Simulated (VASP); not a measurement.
Here is a VASP 6.6.1 calculation.

File POSCAR:

```
C
1.0
    2.5031203239      0.0000000000      0.0000000000
   -1.2515601620      2.1677657893      0.0000000000
    0.0000000000      0.0000000000      4.1687478683
C
4
Direct
    0.3333333333      0.6666666667      0.0627370235
    0.6666666667      0.3333333333      0.5627370235
    0.3333333333      0.6666666667      0.4372629765
    0.6666666667      0.3333333333      0.9372629765
```

INCAR.step1

```
PREC     = Accurate       # precision mode
ENCUT    = 520            # plane-wave cutoff, eV
ISMEAR   = 0              # smearing method
SIGMA    = 0.02           # smearing width, eV
LREAL    = False          # projectors in reciprocal space
LASPH    = True           # aspherical terms in the spheres
NELM     = 80             # most SCF steps
NBANDS   = 16             # bands
GGA      = PE             # functional
ALGO     = Normal         # electronic algorithm
EDIFF    = 1E-4           # SCF threshold, eV
LWAVE    = True           # write WAVECAR
LCHARG   = False          # write CHGCAR
```

File INCAR.step2:

```
PREC     = Accurate       # precision mode
ENCUT    = 520            # plane-wave cutoff, eV
EDIFF    = 1E-7           # SCF threshold, eV
ISMEAR   = 0              # smearing method
SIGMA    = 0.02           # smearing width, eV
LREAL    = False          # projectors in reciprocal space
LASPH    = True           # aspherical terms in the spheres
NELM     = 80             # most SCF steps
ALGO     = Normal         # electronic algorithm
ISIF     = 2              # what is computed and relaxed
LWAVE    = False          # write WAVECAR
LCHARG   = False          # write CHGCAR
METAGGA  = R2SCAN         # meta-GGA
LMIXTAU  = True         
NBANDS   = 16             # bands
ISTART   = 1
```

KPOINTS

```
Automatic mesh
0
Gamma
  12 12 6
```

Potentials or basis: VASP PAW PBE potentials, release 64 (C).

Run with:

```console
$ cat potpaw_PBE.64/C/POTCAR > POTCAR
$ cp INCAR.step1 INCAR
$ mpirun -np 1 vasp_std > vasp.out
$ cp INCAR.step2 INCAR
$ mpirun -np 1 vasp_std > vasp.out
```

Q: Predict the band gap on the k mesh.

A: 3.56 eV, indirect (least direct gap 5.19 eV).

Q: Predict the largest force.

A: 0.008 eV/Å.

Forces on the atoms (eV/Å):
```
C    0.000  0.000  0.008
C    0.000  0.000  0.008
C    0.000  0.000 -0.008
C    0.000  0.000 -0.008
```

Caveat: the PAW data sets were made with another functional, which shifts forces and pressure a little. A k mesh can miss the band edges.
